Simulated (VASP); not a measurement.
# TaTe (Fm-3m) in VASP: further runs

TaTe is run at these levels: PBE; tasks: single point.

Everything below comes from runs of VASP 6.6.1. Logs are shortened: lines on timing, memory, paths and dates and some standing lists are left out, and cuts for length are marked.

### 1 The cell of the first run

The structure is cubic, space group Fm-3m (No. 225). Conventional cell: a = 5.696 Å, b = 5.696 Å, c = 5.696 Å, α = 90.00°, β = 90.00°, γ = 90.00°. Within 3.8 Å of Ta (site symmetry m-3m) lie 6 Te at 2.85 Å. Te (site symmetry m-3m) has 6 Ta at 2.85 Å within 3.8 Å.

### 2 Single point, PBE

Input file INCAR:

```
ALGO = Normal
EDIFF = 1E-6
ENCUT = 520
GGA = PE
ISIF = 2
ISMEAR = 0
LASPH = True
LCHARG = False
LREAL = False
LWAVE = False
NBANDS = 16
NELM = 80
PREC = Accurate
SIGMA = 0.05
```

Input file KPOINTS:

```
k-points
0
Gamma
  10 10 10
```

Input file POSCAR:

```
TaTe
1.0
    0.0000000000      2.8479472292      2.8479472292
    2.8479472292      0.0000000000      2.8479472292
    2.8479472292      2.8479472292      0.0000000000
Ta Te
1 1
Direct
    0.5000000000      0.5000000000      0.5000000000
    0.0000000000      0.0000000000      0.0000000000
```

Potentials or basis: VASP PAW PBE potentials, release 64 (Ta_pv, Te).

Run with:

```sh
$ cat potpaw_PBE.64/Ta_pv/POTCAR potpaw_PBE.64/Te/POTCAR > POTCAR
$ mpirun -np 1 vasp_std > vasp.out
```

OUTCAR:

```text
EDIFF = 1E-6
   ENCUT = 520
   GGA = PE
   ISIF = 2
   ISMEAR = 0
   LASPH = True
   LREAL = False
   NELM = 80
   PREC = Accurate

 ion  position               nearest neighbor table
   1  0.500  0.500  0.500-   2 2.85   2 2.85   2 2.85   2 2.85   2 2.85   2 2.85
   2  0.000  0.000  0.000-   1 2.85   1 2.85   1 2.85   1 2.85   1 2.85   1 2.85

  LATTYP: Found a face centered cubic cell.
 ALAT       =     5.6958944584

  Lattice vectors:

 A1 = (   0.0000000000,   2.8479472292,   2.8479472292)
 A2 = (   2.8479472292,   0.0000000000,   2.8479472292)
 A3 = (   2.8479472292,   2.8479472292,   0.0000000000)

Analysis of symmetry for initial positions (statically):
=====================================================================
 Subroutine PRICEL returns:
 Original cell was already a primitive cell.

 Routine SETGRP: Setting up the symmetry group for a
 face centered cubic supercell.

 Subroutine GETGRP returns: Found 48 space group operations
 (whereof 48 operations were pure point group operations)
 out of a pool of 48 trial point group operations.

The static configuration has the point symmetry O_h .

Analysis of symmetry for dynamics (positions and initial velocities):
=====================================================================
 Subroutine PRICEL returns:
 Original cell was already a primitive cell.

 Routine SETGRP: Setting up the symmetry group for a
 face centered cubic supercell.

 Subroutine GETGRP returns: Found 48 space group operations
 (whereof 48 operations were pure point group operations)
 out of a pool of 48 trial point group operations.

The dynamic configuration has the point symmetry O_h .

 Subroutine INISYM returns: Found 48 space group operations
 (whereof 48 operations are pure point group operations),
 and found     1 'primitive' translations

----------------------------------------------------------------------------------------

                                     Primitive cell

  volume of cell :      46.1983

  direct lattice vectors                    reciprocal lattice vectors
     0.000000000  2.847947229  2.847947229    -0.175565051  0.175565051  0.175565051
     2.847947229  0.000000000  2.847947229     0.175565051 -0.175565051  0.175565051
     2.847947229  2.847947229  0.000000000     0.175565051  0.175565051 -0.175565051

  length of vectors
     4.027605596  4.027605596  4.027605596     0.304087588  0.304087588  0.304087588

  position of ions in fractional coordinates (direct lattice)
     0.500000000  0.500000000  0.500000000
     0.000000000  0.000000000  0.000000000

  ion indices of the primitive-cell ions
   primitive index   ion index
                 1           1
                 2           2

----------------------------------------------------------------------------------------

 KPOINTS: k-points

Automatic generation of k-mesh.
 Grid dimensions read from file:
 generate k-points for:   10   10   10

 Generating k-lattice:

  Cartesian coordinates                     Fractional coordinates (reciprocal lattice)
    -0.017556505  0.017556505  0.017556505     0.100000000  0.000000000  0.000000000
     0.017556505 -0.017556505  0.017556505     0.000000000  0.100000000  0.000000000
     0.017556505  0.017556505 -0.017556505     0.000000000  0.000000000  0.100000000

  Length of vectors
     0.030408759  0.030408759  0.030408759

  Shift w.r.t. Gamma in fractional coordinates (k-lattice)
     0.000000000  0.000000000  0.000000000

 Subroutine IBZKPT returns following result:
 ===========================================

 Found     47 irreducible k-points:

 Following reciprocal coordinates:
            Coordinates               Weight
  0.000000  0.000000  0.000000      1.000000
  0.100000  0.000000  0.000000      8.000000
  0.200000  0.000000  0.000000      8.000000
  0.300000  0.000000  0.000000      8.000000
  0.400000  0.000000  0.000000      8.000000
  0.500000  0.000000  0.000000      4.000000
[... 16 lines left out ...]
  0.300000  0.300000  0.000000      6.000000
  0.400000  0.300000  0.000000     24.000000
 [... further k-points ...]
   k-points           NKPTS =     47   k-points in BZ     NKDIM =     47   number of bands    NBANDS=     16
   number of dos      NEDOS =    301   number of ions     NIONS =      2
   total plane-waves  NPLWV =  27000
   dimension x,y,z NGX =    30 NGY =   30 NGZ =   30
   dimension x,y,z NGXF=    60 NGYF=   60 NGZF=   60
   ions per type =               1   1
   NGX,Y,Z   is equivalent  to a cutoff of  12.38, 12.38, 12.38 a.u.
   NGXF,Y,Z  is equivalent  to a cutoff of  24.77, 24.77, 24.77 a.u.
 SYSTEM =  unknown system
   PREC   = accura    normal or accurate (medium, high low for compatibility)
   ISTART =      0    job   : 0-new  1-cont  2-samecut
   ICHARG =      2    charge: 1-file 2-atom 10-const
   ISPIN  =      1    spin polarized calculation?
   LNONCOLLINEAR =      F non collinear calculations
   LSORBIT =      F    spin-orbit coupling
   LASPH  =      T    aspherical Exc in radial PAW
   ENCUT  =  520.0 eV  38.22 Ry    6.18 a.u.   7.49  7.49  7.49*2*pi/ulx,y,z
   NELM   =     80;   NELMIN=  2; NELMDL= -5     # of ELM steps
   EDIFF  = 0.1E-05   stopping-criterion for ELM
   LREAL  =      F    real-space projection
   EDIFFG = 0.1E-04   stopping-criterion for IOM
   NSW    =      0    number of steps for IOM
   IBRION =     -1    ionic relax: 0-MD 1-quasi-New 2-CG
   NFREE  =      0    steps in history (QN), initial steepest desc. (CG)
   ISIF   =      2    stress and relaxation
   ISYM   =      2    0-nonsym 1-usesym 2-fastsym
   POTIM  = 0.5000    time-step for ionic-motion
   TEBEG  =    0.0;   TEEND  =   0.0 temperature during run
   PSTRESS=    0.0 pullay stress
   NELECT =      17.0000    total number of electrons
   NUPDOWN=      -1.0000    fix difference up-down
   EMIN   =  10.00;   EMAX   =-10.00  energy-range for DOS
   EFERMI =   0.00;   METHOD = LEGACY
   ISMEAR =     0;   SIGMA  =   0.05  broadening in eV -4-tet -1-fermi 0-gaus
   EFERMI_NEDOS =   21; number of points for ismear=-14 and -15
   IALGO  =     38    algorithm
   IMIX   =      4    mixing-type and parameters
     AMIX     =   0.40;   BMIX     =  1.00
     AMIX_MAG =   1.60;   BMIX_MAG =  1.00
  volume/ion in A,a.u.               =      23.10       155.88
  Fermi-wavevector in a.u.,A,eV,Ry     =   1.173138  2.216910 18.725064  1.376253
  Thomas-Fermi vector in A             =   2.309556
   LORBIT       =      0    0 simple, 1 ext, 2 COOP (PROOUT), +10 PAW based schemes
   GGA     = PE    functional components
   LHFCALC =     F    Hartree Fock is set to
   AEXX    =    0.0000 exact exchange contribution
   IVDW    =     0    specifies the selected vdW correction
   LEPSILON=     F    determine dielectric tensor
   LRPA    =     F    only Hartree local field effects (RPA)
 non-spin polarized calculation
 Gauss-broadening in eV      SIGMA  =   0.05
  energy-cutoff  :      520.00
  volume of cell :       46.20
 maximum number of plane-waves:      1266
 NGX is ok and might be reduce to    30
   NGX = 15   NGY = 15   NGZ = 15

 number of electron      17.0000001 magnetization

 Free energy of the ion-electron system (eV)
  ---------------------------------------------------
  ext. energy  EPLUGINS =         0.00000000
  ---------------------------------------------------
  free energy    TOTEN  =       -13.34972703 eV

  energy without entropy =      -13.34411694  energy(sigma->0) =      -13.34692199

 E-fermi :   8.2894     XC(G=0): -11.0769

 val. band max:        8.2875843314   @ k =   0.4000   0.2000   0.1000
 cond. band min:       8.2912487764   @ k =   0.5000   0.4000   0.1000
 fundamental gap:      0.0036644450
 Fermi energy:         8.2893835933

 k-point     1 :       0.0000    0.0000    0.0000
  band No.  band energies     occupation
      1     -27.1207      2.00000
      2     -27.1207      2.00000
      3     -27.1207      2.00000
      4      -5.9886      2.00000
      5       6.5357      2.00000
      6       6.5357      2.00000
[... 8 lines left out ...]
     15      18.8225      0.00000
     16      18.8225      0.00000

 k-point     2 :       0.1000    0.0000    0.0000
  band No.  band energies     occupation
      1     -27.1257      2.00000
      2     -27.1209      2.00000
      3     -27.1209      2.00000
      4      -5.8642      2.00000
      5       5.2891      2.00000
      6       5.6635      2.00000
[... 8 lines left out ...]
     15      17.2490      0.00000
     16      17.9003      0.00000

 k-point     3 :       0.2000    0.0000    0.0000
  band No.  band energies     occupation
      1     -27.1386      2.00000
      2     -27.1215      2.00000
      3     -27.1215      2.00000
      4      -5.5082      2.00000
      5       3.6493      2.00000
      6       4.7433      2.00000
[... 8 lines left out ...]
     15      16.5033      0.00000
     16      16.5049      0.00000

 k-point     4 :       0.3000    0.0000    0.0000
  band No.  band energies     occupation
      1     -27.1546      2.00000
      2     -27.1221      2.00000
      3     -27.1221      2.00000
      4      -4.9836      2.00000
      5       2.1372      2.00000
      6       4.0587      2.00000
[... 8 lines left out ...]
     15      15.1026      0.00000
     16      15.4673      0.00000
[... 324 lines left out ...]
 k-point    22 :      -0.2000    0.2000    0.0000
  band No.  band energies     occupation
      1     -27.1507      2.00000
      2     -27.1339      2.00000
      3     -27.1208      2.00000
      4      -4.8719      2.00000
      5       2.1410      2.00000
      6       3.8691      2.00000
[... 8 lines left out ...]
     15      14.8372      0.00000
     16      15.7556      0.00000

 k-point    23 :       0.3000    0.3000    0.0000
  band No.  band energies     occupation
      1     -27.1483      2.00000
      2     -27.1325      2.00000
      3     -27.1325      2.00000
      4      -4.9042      2.00000
      5       2.2232      2.00000
      6       4.8821      2.00000
[... 8 lines left out ...]
     15      16.6379      0.00000
     16      16.6379      0.00000

 k-point    24 :       0.4000    0.3000    0.0000
  band No.  band energies     occupation
      1     -27.1556      2.00000
      2     -27.1354      2.00000
      3     -27.1341      2.00000
      4      -4.6486      2.00000
      5       2.0386      2.00000
      6       4.1864      2.00000
[... 8 lines left out ...]
     15      16.9052      0.00000
     16      17.2106      0.00000

 [... further k-points ...]

------------------------ aborting loop because EDIFF is reached ----------------------------------------

  FORCE on cell =-STRESS in cart. coord.  units (eV):
  Direction    XX          YY          ZZ          XY          YZ          ZX
  --------------------------------------------------------------------------------------
  -------------------------------------------------------------------------------------
  Total       -0.0043383     -0.0043383     -0.0043383      0.0000000      0.0000000      0.0000000
  in kB       -0.1504557     -0.1504557     -0.1504557      0.0000000      0.0000000      0.0000000
  external PRESSURE =      -0.1504557 kB  Pullay stress =       0.0000000 kB

 VOLUME and BASIS-vectors are now :
 -----------------------------------------------------------------------------
  energy-cutoff  :      520.00
  volume of cell :       46.20
      direct lattice vectors                 reciprocal lattice vectors
     0.000000000  2.847947229  2.847947229    -0.175565051  0.175565051  0.175565051
     2.847947229  0.000000000  2.847947229     0.175565051 -0.175565051  0.175565051
     2.847947229  2.847947229  0.000000000     0.175565051  0.175565051 -0.175565051

 POSITION                                       TOTAL-FORCE (eV/Angst)
 -----------------------------------------------------------------------------------
      2.84795      2.84795      2.84795        -0.000000      0.000000      0.000000
      0.00000      0.00000      0.00000         0.000000     -0.000000      0.000000
 -----------------------------------------------------------------------------------
    total drift:                                0.000000     -0.000000      0.000000

  FREE ENERGIE OF THE ION-ELECTRON SYSTEM (eV)
  ---------------------------------------------------
  free  energy   TOTEN  =       -13.3497270311 eV

  energy  without entropy=      -13.3441169428  energy(sigma->0) =      -13.34692199
```

Run time: 25 s. Hardware: 1 thread of AMD EPYC 9R45 (Zen 5), shared host; peak memory 0.16 GiB.

What came out:

```
Free energy            : -13.3497 eV
Pressure               : 0.0 GPa
Band gap on the k mesh : zero (an odd number of electrons rules out a gap without spin polarisation)
```

Caveat: spin-orbit coupling is left out, which moves the levels of the heavy elements.

### 3 Single point, PBE, collinear spin (21.83 Å³/atom)

This run uses another cell than the first one, of 21.83 Å³/atom.

Input file INCAR:

```
SYSTEM = TaTe
PREC     = Accurate       ! precision mode
ENCUT    = 520            ! plane-wave cutoff, eV
EDIFF    = 1E-6           ! SCF threshold, eV
ISMEAR   = 0              ! smearing method
SIGMA    = 0.05           ! smearing width, eV
LREAL    = .FALSE.        ! projectors in reciprocal space
LASPH    = .TRUE.         ! aspherical terms in the spheres
NELM     = 150            ! most SCF steps
ALGO     = Normal         ! electronic algorithm
ISIF     = 2              ! what is computed and relaxed
LWAVE    = .FALSE.        ! write WAVECAR
LCHARG   = .TRUE.         ! write CHGCAR
ISPIN    = 2              ! spin polarisation
MAGMOM   = 0.05 0         ! initial moments
LORBIT   = 11             ! projections on sites
LMAXMIX  = 4              ! l up to which the mixer works
GGA      = PE             ! functional
LELF     = .TRUE.         ! ELF
LVHAR    = .TRUE.       
NBANDS   = 20             ! bands
```

Input file KPOINTS:

```
regular mesh
0
G
  10 10 10
  0 0 0
```

Input file POSCAR:

```
TaTe
1.0
    0.0000000000      2.7947472704      2.7947472704
    2.7947472704      0.0000000000      2.7947472704
    2.7947472704      2.7947472704      0.0000000000
Ta Te
1 1
Direct
    0.5000000000      0.5000000000      0.5000000000
    0.0000000000      0.0000000000      0.0000000000
```

Potentials or basis: VASP PAW PBE potentials, release 64 (Ta_pv, Te).

Run with:

```sh
$ cat potpaw_PBE.64/Ta_pv/POTCAR potpaw_PBE.64/Te/POTCAR > POTCAR
$ mpirun -np 1 vasp_std > vasp.out
```

Wall time 65 s (1 thread of AMD EPYC 9R45 (Zen 5), shared host); peak memory 0.2 GiB.

The run converged. Its results:

```
Free energy                                           : -13.2967 eV
Pressure                                              : 7.0 GPa
Net moment                                            : 0.01 μB per cell
Valence electrons inside the program's atomic spheres : Ta 8.84; Te 3.55
```

Levels at points of the mesh, in eV from the Fermi level:
Spin up:
```
           k point  band 6  band 7  band 8  band 9  band 10  band 11  band 12  band 13
(0.00, 0.00, 0.00)   -1.71   -1.71   -1.59   -1.59    -1.59    -1.06    -1.06     2.56
(0.50, 0.00, 0.00)   -5.03   -5.03    0.39    0.39     0.56     1.96     4.71     4.71
(0.50, 0.50, 0.00)   -3.61   -3.61   -3.27   -0.29    -0.12     1.19     1.19     3.10
```
Spin down:
```csv
k point,band 7,band 8,band 9,band 10,band 11,band 12
"(0.00, 0.00, 0.00)",-1.71,-1.59,-1.59,-1.59,-1.05,-1.05
"(0.50, 0.00, 0.00)",-5.03,0.40,0.40,0.56,1.96,4.71
"(0.50, 0.50, 0.00)",-3.61,-3.27,-0.29,-0.12,1.20,1.20
```

Caveat: the cell stands under pressure; spin-orbit coupling is left out, which moves the levels of the heavy elements.

### 4 Single point, PBE, collinear spin (22.18 Å³/atom)

This run uses another cell than the first one, of 22.18 Å³/atom.

Input file INCAR:

```
PREC = Accurate
ENCUT = 520
EDIFF = 1E-7
ISMEAR = 0
SIGMA = 0.05
LREAL = False
LASPH = True
NELM = 150
ALGO = Normal
ISIF = 2
LWAVE = False
LCHARG = True
ISPIN = 2
MAGMOM = 0.1 0
LORBIT = 11
LMAXMIX = 4
GGA = PE
LELF = True
LVHAR = True
NBANDS = 20
```

Input file KPOINTS:

```
regular mesh
0
Gamma
  10 10 10
```

Input file POSCAR:

```
TaTe
1.0
    0.0000000000      2.8094567375      2.8094567375
    2.8094567375      0.0000000000      2.8094567375
    2.8094567375      2.8094567375      0.0000000000
Ta Te
1 1
Direct
    0.5000000000      0.5000000000      0.5000000000
    0.0000000000      0.0000000000      0.0000000000
```

Run with:

```sh
$ cat potpaw_PBE.64/Ta_pv/POTCAR potpaw_PBE.64/Te/POTCAR > POTCAR
$ mpirun -np 1 vasp_std > vasp.out
```

Wall time 1.7 min (1 thread of AMD EPYC 9R45 (Zen 5), shared host); peak memory 0.2 GiB.

The run converged. Its results:

- Free energy: -13.3225 eV
- Pressure: 4.9 GPa
- Net moment: 0.00 μB per cell
- Valence electrons inside the program's atomic spheres: Ta 8.81; Te 3.53

Levels at points of the mesh, in eV from the Fermi level:
Spin up:
```
           k point  band 7  band 8  band 9  band 10  band 11  band 12
(0.00, 0.00, 0.00)   -1.73   -1.55   -1.55    -1.55    -1.03    -1.03
(0.50, 0.00, 0.00)   -4.96    0.40    0.40     0.55     1.95     4.67
(0.50, 0.50, 0.00)   -3.59   -3.19   -0.33    -0.12     1.17     1.17
```
Spin down:
```tsv
k point	band 6	band 7	band 8	band 9	band 10	band 11	band 12	band 13
(0.00, 0.00, 0.00)	-1.73	-1.73	-1.55	-1.55	-1.55	-1.03	-1.03	2.40
(0.50, 0.00, 0.00)	-4.96	-4.96	0.40	0.40	0.55	1.95	4.67	4.67
(0.50, 0.50, 0.00)	-3.59	-3.59	-3.19	-0.33	-0.12	1.17	1.17	2.98
```

Caveat: the cell stands under pressure; spin-orbit coupling is left out, which moves the levels of the heavy elements.

### 5 Single point, PBE, collinear spin (22.64 Å³/atom)

This run uses another cell than the first one, of 22.64 Å³/atom.

Input file INCAR:

```
ALGO = Normal
EDIFF = 1E-6
ENCUT = 520
GGA = PE
ISIF = 2
ISMEAR = 0
ISPIN = 2
LASPH = T
LCHARG = T
LELF = T
LMAXMIX = 4
LORBIT = 11
LREAL = F
LVHAR = T
LWAVE = F
MAGMOM = 0.13 0
NBANDS = 20
NELM = 150
PREC = Accurate
SIGMA = 0.05
```

Input file KPOINTS:

```
k-points
0
Gamma
  10 10 10
```

Input file POSCAR:

```
TaTe
1.0
    0.0000000000      2.8288329135      2.8288329135
    2.8288329135      0.0000000000      2.8288329135
    2.8288329135      2.8288329135      0.0000000000
Ta Te
1 1
Direct
    0.5000000000      0.5000000000      0.5000000000
    0.0000000000      0.0000000000      0.0000000000
```

Run with:

```sh
$ cat potpaw_PBE.64/Ta_pv/POTCAR potpaw_PBE.64/Te/POTCAR > POTCAR
$ mpirun -np 1 vasp_std > vasp.out
```

It took 91 s on 1 thread of AMD EPYC 9R45 (Zen 5), shared host; peak memory 0.2 GiB.

The run converged. Its results:

| Property | Result |
| --- | --- |
| Free energy | -13.3432 eV |
| Pressure | 2.3 GPa |
| Net moment | 0.13 μB per cell |
| Site moments | Ta +0.09; Te +0.00 μB |
| Valence electrons inside the program's atomic spheres | Ta 8.79; Te 3.51 |

Levels at points of the mesh, in eV from the Fermi level:
Spin up:
| k point | band 5 | band 6 | band 7 | band 8 | band 9 | band 10 | band 11 | band 12 | band 13 | band 14 |
| --- | --- | --- | --- | --- | --- | --- | --- | --- | --- | --- |
| (0.00, 0.00, 0.00) | -1.75 | -1.75 | -1.75 | -1.52 | -1.52 | -1.52 | -1.05 | -1.05 | 2.18 | 5.99 |
| (0.50, 0.00, 0.00) | -7.91 | -4.90 | -4.90 | 0.36 | 0.36 | 0.49 | 1.92 | 4.60 | 4.60 | 5.45 |
| (0.50, 0.50, 0.00) | -6.12 | -3.58 | -3.58 | -3.12 | -0.42 | -0.17 | 1.10 | 1.10 | 2.79 | 9.11 |
Spin down:
```csv
k point,band 5,band 6,band 7,band 8,band 9,band 10,band 11,band 12
"(0.00, 0.00, 0.00)",-1.74,-1.74,-1.74,-1.46,-1.46,-1.46,-0.96,-0.96
"(0.50, 0.00, 0.00)",-7.87,-4.86,-4.86,0.43,0.43,0.56,1.94,4.64
"(0.50, 0.50, 0.00)",-6.10,-3.56,-3.56,-3.07,-0.35,-0.08,1.17,1.17
```

Caveat: spin-orbit coupling is left out, which moves the levels of the heavy elements.

### 6 The runs side by side

| spin | cell | gap on the mesh (eV) | pressure (GPa) | moment (μB) |
| --- | --- | --- | --- | --- |
| off | a = 4.028 Å, angles 60.0°, 2 atoms | none | 0.0 | - |
| collinear | a = 3.952 Å, angles 60.0°, 2 atoms | none | 7.0 | 0.01 |
| collinear | a = 3.973 Å, angles 60.0°, 2 atoms | none | 4.9 | 0.00 |
| collinear | a = 4.001 Å, angles 60.0°, 2 atoms | none | 2.3 | 0.13 |

Alike in all rows: task single point; level PBE; potentials or basis VASP PAW PBE potentials, release 64 (Ta_pv, Te); k mesh 10 × 10 × 10; cutoff (eV) 520; smearing gaussian 0.05 eV.

Caveats: spin-orbit coupling is left out, which moves the levels of the heavy elements; the cell stands under pressure (at least some runs).

Absolute energies hang on the potentials; compare differences alone.
